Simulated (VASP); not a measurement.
**TiB5: single point with PBE**

The system is TiB5.

```
CELL_PARAMETERS angstrom
4.16488 0.00000 0.00000
-2.08244 3.60690 0.00000
0.00000 0.00000 2.88696
ATOMIC_POSITIONS crystal
Ti 0.00000 0.00000 0.00000
B 0.33333 0.66667 0.00000
B 0.66667 0.33333 0.00000
B 0.50000 0.00000 0.50000
B 0.50000 0.50000 0.50000
B 0.00000 0.50000 0.50000
```

```yaml
Program: VASP 6.6.1
Task: single point
Functional: PBE
Potentials_or_basis: VASP PAW PBE potentials, release 64 (Ti_sv, B)
Cutoff: 520 eV
k_mesh: 6 × 6 × 6
Occupations: gaussian, width 0.1 eV
Spin: collinear spin, ferromagnetic start
Starting_moments: "[1.0, 0.0, 0.0, 0.0, 0.0, 0.0] μB"
Dipole_correction: no
Further_INCAR_settings: ALGO = Normal; EDIFF = 1e-06; NBANDS = 26
```

```json
{
  "Pressure": "-0.1 GPa",
  "Net moment": "0.00 μB per cell",
  "Valence electrons inside the program's atomic spheres": "Ti 10.47; B 1.94, 1.80"
}
```

Stress tensor (GPa, compression positive):
```
-0.04  0.00  0.00
 0.00 -0.04  0.00
 0.00  0.00 -0.20
```

Levels at points of the mesh, in eV from the Fermi level:
Spin up:
| k point | band 10 | band 11 | band 12 | band 13 | band 14 | band 15 | band 16 | band 17 |
| --- | --- | --- | --- | --- | --- | --- | --- | --- |
| (0.00, 0.00, 0.00) | -5.70 | -5.70 | -2.80 | 1.38 | 1.38 | 2.00 | 3.15 | 3.15 |
| (0.50, 0.00, 0.00) | -3.35 | -2.56 | -2.46 | -1.55 | 0.32 | 0.41 | 1.30 | 2.72 |
| (0.00, 0.00, 0.50) | -5.40 | -5.40 | -2.89 | -2.26 | -2.26 | 0.99 | 0.99 | 3.08 |
| (0.50, 0.00, 0.50) | -6.30 | -5.51 | -2.41 | -0.79 | -0.19 | 1.62 | 2.54 | 3.10 |
Spin down:
| k point | band 9 | band 10 | band 11 | band 12 | band 13 | band 14 | band 15 | band 16 | band 17 | band 18 |
| --- | --- | --- | --- | --- | --- | --- | --- | --- | --- | --- |
| (0.00, 0.00, 0.00) | -5.70 | -5.70 | -5.70 | -2.80 | 1.38 | 1.38 | 2.00 | 3.15 | 3.15 | 3.17 |
| (0.50, 0.00, 0.00) | -4.83 | -3.35 | -2.56 | -2.46 | -1.55 | 0.32 | 0.41 | 1.30 | 2.72 | 3.64 |
| (0.00, 0.00, 0.50) | -7.14 | -5.40 | -5.40 | -2.89 | -2.26 | -2.26 | 0.99 | 0.99 | 3.08 | 3.40 |
| (0.50, 0.00, 0.50) | -6.62 | -6.30 | -5.51 | -2.41 | -0.79 | -0.19 | 1.62 | 2.54 | 3.10 | 3.18 |

It took 59 s on 1 thread of Intel Xeon 6975P-C, with other jobs on the host, peak memory 0.2 GiB.

Caveat: the k points lie up to 0.36 Å⁻¹ apart.
